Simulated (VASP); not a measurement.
# ZrH2 (Fm-3m) in VASP: notebook

The runs below take ZrH2 through single point, with PBEsol.

Program: VASP 6.6.1. These are calculated values, not measurements. Logs are shortened: lines on timing, memory, paths and dates and some standing lists are left out, and cuts for length are marked.

## Step 1: The cell of the first run

It takes space group Fm-3m (No. 225, cubic). Conventional cell: a = 4.720 Å, b = 4.720 Å, c = 4.720 Å, α = 90.00°, β = 90.00°, γ = 90.00°. Within 2.7 Å of Zr (site symmetry m-3m) lie 8 H at 2.04 Å. H (site symmetry -43m) has 4 Zr at 2.04 Å and 6 H at 2.36 Å within 2.7 Å.

## Step 2: Single point, PBEsol

INCAR

```
SYSTEM = ZrH2
PREC = Accurate
ENCUT = 520
EDIFF = 1E-6
ISMEAR = -1
SIGMA = 0.02
LREAL = .False.
LASPH = .True.
NELM = 80
ALGO = Normal
ISIF = 2
LWAVE = .False.
LCHARG = .False.
GGA = PS
NBANDS = 14
```

KPOINTS

```
regular mesh
0
Gamma
  10 10 10
  0 0 0
```

POSCAR

```
ZrH2
1.0
    0.0000000000      2.3600433428      2.3600433428
    2.3600433428      0.0000000000      2.3600433428
    2.3600433428      2.3600433428      0.0000000000
Zr H
1 2
Direct
    0.0000000000      0.0000000000      0.0000000000
    0.7500000000      0.7500000000      0.7500000000
    0.2500000000      0.2500000000      0.2500000000
```

Potentials or basis: VASP PAW PBE potentials, release 64 (Zr_sv, H).

Command:

```bash
$ cat potpaw_PBE.64/Zr_sv/POTCAR potpaw_PBE.64/H/POTCAR > POTCAR
$ mpirun -np 1 vasp_std > vasp.out
```

OUTCAR:

```text
SYSTEM = ZrH2
   PREC = Accurate
   ENCUT = 520
   EDIFF = 1E-6
   ISMEAR = -1
   LREAL = .False.
   LASPH = .True.
   NELM = 80
   ISIF = 2
   GGA = PS

 ion  position               nearest neighbor table
   1  0.000  0.000  0.000-   2 2.04   2 2.04   2 2.04   2 2.04   3 2.04   3 2.04   3 2.04   3 2.04

   2  0.750  0.750  0.750-   1 2.04   1 2.04   1 2.04   1 2.04
   3  0.250  0.250  0.250-   1 2.04   1 2.04   1 2.04   1 2.04

  LATTYP: Found a face centered cubic cell.
 ALAT       =     4.7200866856

  Lattice vectors:

 A1 = (   0.0000000000,   2.3600433428,   2.3600433428)
 A2 = (   2.3600433428,   0.0000000000,   2.3600433428)
 A3 = (   2.3600433428,   2.3600433428,   0.0000000000)

Analysis of symmetry for initial positions (statically):
=====================================================================
 Subroutine PRICEL returns:
 Original cell was already a primitive cell.

 Routine SETGRP: Setting up the symmetry group for a
 face centered cubic supercell.

 Subroutine GETGRP returns: Found 48 space group operations
 (whereof 48 operations were pure point group operations)
 out of a pool of 48 trial point group operations.

The static configuration has the point symmetry O_h .

Analysis of symmetry for dynamics (positions and initial velocities):
=====================================================================
 Subroutine PRICEL returns:
 Original cell was already a primitive cell.

 Routine SETGRP: Setting up the symmetry group for a
 face centered cubic supercell.

 Subroutine GETGRP returns: Found 48 space group operations
 (whereof 48 operations were pure point group operations)
 out of a pool of 48 trial point group operations.

The dynamic configuration has the point symmetry O_h .

 Subroutine INISYM returns: Found 48 space group operations
 (whereof 48 operations are pure point group operations),
 and found     1 'primitive' translations

----------------------------------------------------------------------------------------

                                     Primitive cell

  volume of cell :      26.2900

  direct lattice vectors                    reciprocal lattice vectors
     0.000000000  2.360043343  2.360043343    -0.211860516  0.211860516  0.211860516
     2.360043343  0.000000000  2.360043343     0.211860516 -0.211860516  0.211860516
     2.360043343  2.360043343  0.000000000     0.211860516  0.211860516 -0.211860516

  length of vectors
     3.337605303  3.337605303  3.337605303     0.366953178  0.366953178  0.366953178

  position of ions in fractional coordinates (direct lattice)
     0.000000000  0.000000000  0.000000000
     0.750000000  0.750000000  0.750000000
     0.250000000  0.250000000  0.250000000

  ion indices of the primitive-cell ions
   primitive index   ion index
                 1           1
                 2           2
                 3           3

----------------------------------------------------------------------------------------

 KPOINTS: regular mesh

Automatic generation of k-mesh.
 Grid dimensions read from file:
 generate k-points for:   10   10   10

 Generating k-lattice:

  Cartesian coordinates                     Fractional coordinates (reciprocal lattice)
    -0.021186052  0.021186052  0.021186052     0.100000000  0.000000000  0.000000000
     0.021186052 -0.021186052  0.021186052     0.000000000  0.100000000  0.000000000
     0.021186052  0.021186052 -0.021186052     0.000000000  0.000000000  0.100000000

  Length of vectors
     0.036695318  0.036695318  0.036695318

  Shift w.r.t. Gamma in fractional coordinates (k-lattice)
     0.000000000  0.000000000  0.000000000

 Subroutine IBZKPT returns following result:
 ===========================================

 Found     47 irreducible k-points:

 Following reciprocal coordinates:
            Coordinates               Weight
  0.000000  0.000000  0.000000      1.000000
  0.100000  0.000000  0.000000      8.000000
  0.200000  0.000000  0.000000      8.000000
  0.300000  0.000000  0.000000      8.000000
  0.400000  0.000000  0.000000      8.000000
  0.500000  0.000000  0.000000      4.000000
[... 16 lines left out ...]
  0.300000  0.300000  0.000000      6.000000
  0.400000  0.300000  0.000000     24.000000
 [... further k-points ...]
   k-points           NKPTS =     47   k-points in BZ     NKDIM =     47   number of bands    NBANDS=     14
   number of dos      NEDOS =    301   number of ions     NIONS =      3
   total plane-waves  NPLWV =  21952
   dimension x,y,z NGX =    28 NGY =   28 NGZ =   28
   dimension x,y,z NGXF=    56 NGYF=   56 NGZF=   56
   ions per type =               1   2
   NGX,Y,Z   is equivalent  to a cutoff of  13.95, 13.95, 13.95 a.u.
   NGXF,Y,Z  is equivalent  to a cutoff of  27.89, 27.89, 27.89 a.u.
 SYSTEM =  ZrH2
   PREC   = accura    normal or accurate (medium, high low for compatibility)
   ISTART =      0    job   : 0-new  1-cont  2-samecut
   ICHARG =      2    charge: 1-file 2-atom 10-const
   ISPIN  =      1    spin polarized calculation?
   LNONCOLLINEAR =      F non collinear calculations
   LSORBIT =      F    spin-orbit coupling
   LASPH  =      T    aspherical Exc in radial PAW
   ENCUT  =  520.0 eV  38.22 Ry    6.18 a.u.   6.21  6.21  6.21*2*pi/ulx,y,z
   NELM   =     80;   NELMIN=  2; NELMDL= -5     # of ELM steps
   EDIFF  = 0.1E-05   stopping-criterion for ELM
   LREAL  =      F    real-space projection
   EDIFFG = 0.1E-04   stopping-criterion for IOM
   NSW    =      0    number of steps for IOM
   IBRION =     -1    ionic relax: 0-MD 1-quasi-New 2-CG
   NFREE  =      0    steps in history (QN), initial steepest desc. (CG)
   ISIF   =      2    stress and relaxation
   ISYM   =      2    0-nonsym 1-usesym 2-fastsym
   POTIM  = 0.5000    time-step for ionic-motion
   TEBEG  =    0.0;   TEEND  =   0.0 temperature during run
   PSTRESS=    0.0 pullay stress
   NELECT =      14.0000    total number of electrons
   NUPDOWN=      -1.0000    fix difference up-down
   EMIN   =  10.00;   EMAX   =-10.00  energy-range for DOS
   EFERMI =   0.00;   METHOD = LEGACY
   ISMEAR =    -1;   SIGMA  =   0.02  broadening in eV -4-tet -1-fermi 0-gaus
   EFERMI_NEDOS =   21; number of points for ismear=-14 and -15
   IALGO  =     38    algorithm
   IMIX   =      4    mixing-type and parameters
     AMIX     =   0.40;   BMIX     =  1.00
     AMIX_MAG =   1.60;   BMIX_MAG =  1.00
  volume/ion in A,a.u.               =       8.76        59.14
  Fermi-wavevector in a.u.,A,eV,Ry     =   1.326949  2.507570 23.957048  1.760793
  Thomas-Fermi vector in A             =   2.456298
   LORBIT       =      0    0 simple, 1 ext, 2 COOP (PROOUT), +10 PAW based schemes
   GGA     = PS    functional components
   LHFCALC =     F    Hartree Fock is set to
   AEXX    =    0.0000 exact exchange contribution
   IVDW    =     0    specifies the selected vdW correction
   LEPSILON=     F    determine dielectric tensor
   LRPA    =     F    only Hartree local field effects (RPA)
 non-spin polarized calculation
  energy-cutoff  :      520.00
  volume of cell :       26.29
 maximum number of plane-waves:       725
 NGX is ok and might be reduce to    28
   NGX = 13   NGY = 13   NGZ = 13

 number of electron      13.9999999 magnetization

 Free energy of the ion-electron system (eV)
  ---------------------------------------------------
  ext. energy  EPLUGINS =         0.00000000
  ---------------------------------------------------
  free energy    TOTEN  =       -17.57062534 eV

  energy without entropy =      -17.56813856  energy(sigma->0) =      -17.56938195

 E-fermi :   8.8978     XC(G=0): -11.5504

 val. band max:        8.8536599657   @ k =  -0.1000   0.1000   0.0000
 cond. band min:       8.8995618711   @ k =  -0.1000   0.1000   0.0000
 fundamental gap:      0.0459019054
 Fermi energy:         8.8978394246

 k-point     1 :       0.0000    0.0000    0.0000
  band No.  band energies     occupation
      1     -40.1189      2.00000
      2     -17.8575      2.00000
      3     -17.8575      2.00000
      4     -17.8575      2.00000
      5      -0.9362      2.00000
      6       7.6119      2.00000
      7       8.5447      2.00000
      8       8.5447      2.00000
      9       8.5447      2.00000
     10      11.3344      0.00000
     11      11.3344      0.00000
     12      20.1642      0.00000
     13      21.4234      0.00000
     14      21.4234      0.00000

 k-point     2 :       0.1000    0.0000    0.0000
  band No.  band energies     occupation
      1     -40.1094      2.00000
      2     -17.9404      2.00000
      3     -17.8671      2.00000
      4     -17.8671      2.00000
      5      -0.6712      2.00000
      6       6.2075      2.00000
      7       8.6803      1.99996
      8       8.6803      1.99996
      9      10.2768      0.00000
     10      11.2024      0.00000
     11      11.2024      0.00000
     12      18.6044      0.00000
     13      21.9890      0.00000
     14      21.9890      0.00000

 k-point     3 :       0.2000    0.0000    0.0000
  band No.  band energies     occupation
      1     -40.0845      2.00000
      2     -18.1519      2.00000
      3     -17.8921      2.00000
      4     -17.8921      2.00000
      5       0.0219      2.00000
      6       4.8880      2.00000
      7       8.9317      0.31066
      8       8.9317      0.31066
      9      11.0875      0.00000
     10      11.0875      0.00000
     11      12.4279      0.00000
     12      17.2197      0.00000
     13      22.7120      0.00000
     14      23.5005      0.00000

 k-point     4 :       0.3000    0.0000    0.0000
  band No.  band energies     occupation
      1     -40.0534      2.00000
      2     -18.4027      2.00000
      3     -17.9227      2.00000
      4     -17.9227      2.00000
      5       0.8025      2.00000
      6       4.2073      2.00000
      7       8.9348      0.27206
      8       8.9348      0.27206
      9      11.5207      0.00000
     10      11.5207      0.00000
     11      13.6901      0.00000
     12      17.0784      0.00000
     13      20.2409      0.00000
     14      23.7308      0.00000

 k-point     5 :       0.4000    0.0000    0.0000
  band No.  band energies     occupation
      1     -40.0280      2.00000
      2     -18.5979      2.00000
      3     -17.9473      2.00000
      4     -17.9473      2.00000
      5       1.1911      2.00000
      6       4.2985      2.00000
      7       8.7549      1.99843
      8       8.7549      1.99843
      9      12.3555      0.00000
     10      12.3555      0.00000
     11      13.7010      0.00000
[... 276 lines left out ...]
 k-point    22 :      -0.2000    0.2000    0.0000
  band No.  band energies     occupation
      1     -40.0426      2.00000
      2     -18.3630      2.00000
      3     -18.0779      2.00000
      4     -17.9194      2.00000
      5       1.2909      2.00000
      6       3.7353      2.00000
      7       8.3733      2.00000
      8       9.8939      0.00000
      9      10.0321      0.00000
     10      12.6210      0.00000
     11      15.2784      0.00000
     12      17.2070      0.00000
     13      18.7826      0.00000
     14      21.4722      0.00000

 k-point    23 :       0.3000    0.3000    0.0000
  band No.  band energies     occupation
      1     -40.0317      2.00000
      2     -18.3984      2.00000
      3     -18.0321      2.00000
      4     -18.0321      2.00000
      5       1.8339      2.00000
      6       3.0646      2.00000
      7       7.7174      2.00000
      8      10.5590      0.00000
      9      10.5590      0.00000
     10      12.3467      0.00000
     11      16.1674      0.00000
     12      18.7010      0.00000
     13      19.8794      0.00000
     14      19.8794      0.00000

 k-point    24 :       0.4000    0.3000    0.0000
  band No.  band energies     occupation
      1     -40.0117      2.00000
      2     -18.5032      2.00000
      3     -18.0907      2.00000
      4     -18.0617      2.00000
      5       2.5412      2.00000
      6       2.7953      2.00000
      7       6.9810      2.00000
      8      10.9043      0.00000
      9      11.4801      0.00000
     10      12.7777      0.00000
     11      17.1118      0.00000
     12      18.0239      0.00000
     13      18.7690      0.00000
     14      18.7737      0.00000

 [... further k-points ...]

------------------------ aborting loop because EDIFF is reached ----------------------------------------

  FORCE on cell =-STRESS in cart. coord.  units (eV):
  Direction    XX          YY          ZZ          XY          YZ          ZX
  --------------------------------------------------------------------------------------
  -------------------------------------------------------------------------------------
  Total        0.6753648      0.6753648      0.6753648      0.0000000      0.0000000      0.0000000
  in kB       41.1584579     41.1584579     41.1584579      0.0000000      0.0000000      0.0000000
  external PRESSURE =      41.1584579 kB  Pullay stress =       0.0000000 kB

 VOLUME and BASIS-vectors are now :
 -----------------------------------------------------------------------------
  energy-cutoff  :      520.00
  volume of cell :       26.29
      direct lattice vectors                 reciprocal lattice vectors
     0.000000000  2.360043343  2.360043343    -0.211860516  0.211860516  0.211860516
     2.360043343  0.000000000  2.360043343     0.211860516 -0.211860516  0.211860516
     2.360043343  2.360043343  0.000000000     0.211860516  0.211860516 -0.211860516

 POSITION                                       TOTAL-FORCE (eV/Angst)
 -----------------------------------------------------------------------------------
      0.00000      0.00000      0.00000         0.000000      0.000000      0.000000
      3.54007      3.54007      3.54007         0.000000      0.000000     -0.000000
      1.18002      1.18002      1.18002        -0.000000     -0.000000      0.000000
 -----------------------------------------------------------------------------------
    total drift:                               -0.000000     -0.000000      0.000000

  FREE ENERGIE OF THE ION-ELECTRON SYSTEM (eV)
  ---------------------------------------------------
  free  energy   TOTEN  =       -17.5706253401 eV

  energy  without entropy=      -17.5681385637  energy(sigma->0) =      -17.56938195
```

It took 13 s on 1 thread of AMD EPYC 9R14 (Zen 4), shared host; peak memory 0.13 GiB.

What came out:

- Free energy: -17.5706 eV
- Pressure: 4.1 GPa
- Band gap on the k mesh: zero (band 7 reaches 9.36 eV, above the bottom of band 8 at 8.54 eV)

Caveat: the PAW data sets were made with another functional, which shifts forces and pressure a little.

(Part 1 of 3 ends here.)
